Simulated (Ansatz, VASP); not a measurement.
# Two plane-wave programs on TaN

```xyz
6
Lattice="5.1789 0.0000 0.0000 -2.5895 4.4851 0.0000 0.0000 0.0000 2.8960" Properties=species:S:1:pos:R:3 pbc="T T T"
Ta    0.0000    2.9901    1.4480
Ta    2.5895    1.4950    1.4480
Ta    0.0000    0.0000    0.0000
N     2.0372    0.0000    0.0000
N     1.5708    2.7208    0.0000
N    -1.0186    1.7643    0.0000
```

Alike in both runs: functional PBEsol; k mesh 12 × 12 × 12; occupations gaussian, width 0.1 eV; no spin polarisation.

Ansatz relaxed the structure, and its values are those at the end. VASP's run is a single point on that final structure, the one shown.

|  | VASP | Ansatz |
| --- | --- | --- |
| version | VASP 6.6.1 | Ansatz 0.2.0 |
| potentials or method | VASP PAW PBE potentials, release 64 (Ta_pv, N), cutoff 520 eV | scalar-relativistic, plane waves, PAW |
| valence electrons in the cell | 48 | 54 |

|  | VASP | Ansatz | Ansatz less VASP |
| --- | --- | --- | --- |
| gap on the k mesh at the Fermi level (eV) | none | none | - |
| pressure (GPa) | 0.9 | 0.0 | -0.88 |
| rms of the force components (eV/Å) | 0.004 | 0.000 | -0.0037 |

VASP's potentials were made for PBE, not for PBEsol. A gap of «none» marks a metal or a gap that the smearing closes. VASP's potentials hold 48 valence electrons a cell and Ansatz's 54, so a difference there can come from the potentials and not from the codes.

Spin-orbit coupling is off throughout.
